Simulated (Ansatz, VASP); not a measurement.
Two plane-wave programs on TiCo

File POSCAR:

```
TiCo
1.0
    2.9457531915      0.0000000000      0.0000000000
    0.0000000000      2.9457531915      0.0000000000
    0.0000000000      0.0000000000      2.9457531915
Co Ti
1 1
Direct
    0.5000000000      0.5000000000      0.5000000000
    0.0000000000      0.0000000000      0.0000000000
```

INCAR.step1

```
PREC = Accurate
ENCUT = 520
ISMEAR = -1
SIGMA = 0.05
LREAL = F
LASPH = T
NELM = 150
ISPIN = 2
MAGMOM = 2 1
LMAXMIX = 4
NBANDS = 22
GGA = PE
ALGO = Normal
EDIFF = 1E-4
LWAVE = T
LCHARG = F
```

INCAR.step2

```
PREC = Accurate
ENCUT = 520
EDIFF = 1E-6
ISMEAR = -1
SIGMA = 0.05
LREAL = F
LASPH = T
NELM = 150
ALGO = Normal
ISIF = 2
LWAVE = F
LCHARG = T
ISPIN = 2
MAGMOM = 2 1
LORBIT = 11
LMAXMIX = 4
METAGGA = R2SCAN
LMIXTAU = T
LELF = T
LVHAR = T
NBANDS = 22
ISTART = 1
```

File KPOINTS:

```
regular mesh
0
Gamma
  9 9 9
```

input.yaml

```yaml
crystal:
  lattice:
    - [2.9457531915, 0.0, 0.0]
    - [0.0, 2.9457531915, 0.0]
    - [0.0, 0.0, 2.9457531915]
  atoms:
    - { symbol: Co, position: [0.5, 0.5, 0.5], spin: 2.0 }
    - { symbol: Ti, position: [0.0, 0.0, 0.0], spin: 1.0 }
hamiltonian:
  xc: r2scan
  pseudopotentials: { kind: paw }
magnetization:
  spin_polarized: true
kpoints:
  mp_grid: { grid: [9, 9, 9] }
scf:
  occupations: { method: fermi_dirac, width: 0.05 }
output:
  forces: true
  stress: true
  eigenvalues: true
```

Alike in both runs: task single point; functional r2SCAN; k mesh 9 × 9 × 9; occupations fermi-dirac, width 0.05 eV; collinear spin.

|  | VASP | Ansatz |
| --- | --- | --- |
| version | VASP 6.6.1 | Ansatz 0.2.0 |
| potentials or method | VASP PAW PBE potentials, release 64 (Co, Ti_sv) | Ansatz PAW |
| plane-wave cutoff (eV) | 520 | 500 |
| valence electrons in the cell | 21 | 29 |

VASP gave:

* gap on the k mesh at the Fermi level (eV): none
* pressure (GPa): 7.7
* net moment per atom (μB): 0.43
* size of the moment on the site where the two differ most (μB): 1.28

Problem. What did Ansatz give for the same quantities?

Solution. gap on the k mesh at the Fermi level (eV): none; pressure (GPa): 7.5; net moment per atom (μB): 0.43; size of the moment on the site where the two differ most (μB): 1.31.

VASP's potentials were made for PBE, not for r2SCAN. Site moments also hang on the region over which each program counts them. A gap of «none» marks a metal or a gap that the smearing closes. With one functional, cell and mesh, what is left measures potentials, basis and numerics. VASP's potentials hold 21 valence electrons a cell and Ansatz's 29, so a difference there can come from the potentials and not from the codes.

Noted on Ansatz's run: the magnetic or orbital state may not be the lowest.
